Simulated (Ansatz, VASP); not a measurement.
# Te2Mo: VASP beside Ansatz

File INCAR:

```
SYSTEM = Te2Mo
  PREC = Accurate
  ENCUT = 520
  EDIFF = 1E-6
  ISMEAR = 1
  SIGMA = 0.1
  LREAL = .False.
  LASPH = .True.
  NELM = 60
  ALGO = Normal
  ISIF = 2
  LWAVE = .False.
  LCHARG = .False.
  GGA = PS
  NBANDS = 20
```

KPOINTS

```
Automatic mesh
0
Gamma
  6 6 2
  0 0 0
```

The input POSCAR:

```
Te2Mo
1.0
    3.5202522521     -0.0050832475     -0.0079587591
   -1.7645283741      3.0501026547     -0.0014885852
   -0.0391910834     -0.0310892027     17.3923024451
Te Mo
2 1
Direct
    0.3269767794      0.6519429201      0.8980484728
    0.3375414435      0.6586737915      0.1025449304
   -0.0008967825     -0.0111501336      0.0002274742
```

Input for Ansatz:

```yaml
crystal:
  lattice:
    - [3.52025225209095, -0.005083247459947363, -0.00795875908517987]
    - [-1.7645283740731557, 3.0501026547484598, -0.0014885851756937908]
    - [-0.039191083448635256, -0.03108920273109145, 17.392302445095893]
  atoms:
    - { symbol: Te, position: [0.32697677944911346, 0.6519429200704306, 0.8980484728370309] }
    - { symbol: Te, position: [0.3375414435217004, 0.6586737915111909, 0.10254493038194469] }
    - { symbol: Mo, position: [-0.0008967825021055077, -0.011150133560204509, 0.00022747423548442574] }
basis:
  ecutwfc: 550.0
kpoints:
  mp_grid:
    grid: [6, 6, 2]
hamiltonian:
  xc: pbesol
  pseudopotentials:
    kind: paw
scf:
  occupations:
    method: cold
    width: 0.1
output:
  forces: true
  stress: true
```

Alike in both runs: task single point; functional PBEsol; k mesh 6 × 6 × 2; no spin polarisation.

|  | VASP | Ansatz |
| --- | --- | --- |
| version | VASP 6.6.1 | Ansatz 0.2.0 |
| potentials or method | VASP PAW PBE potentials, release 64 (Te, Mo_sv), cutoff 520 eV | plane waves, PAW |
| occupations | methfessel-paxton of order 1, width 0.1 eV | cold, width 0.1 eV |
| valence electrons in the cell | 26 | 46 |

```tsv
	VASP	Ansatz	Ansatz less VASP
rms of the force components (eV/Å)	0.116	0.100	-0.0153
```

VASP's potentials were made for PBE, not for PBEsol. Atom by atom the forces differ by 0.016 eV/Å (rms over components). VASP's potentials hold 26 valence electrons a cell and Ansatz's 46, so a difference there can come from the potentials and not from the codes.

Neither program's run includes spin-orbit coupling.
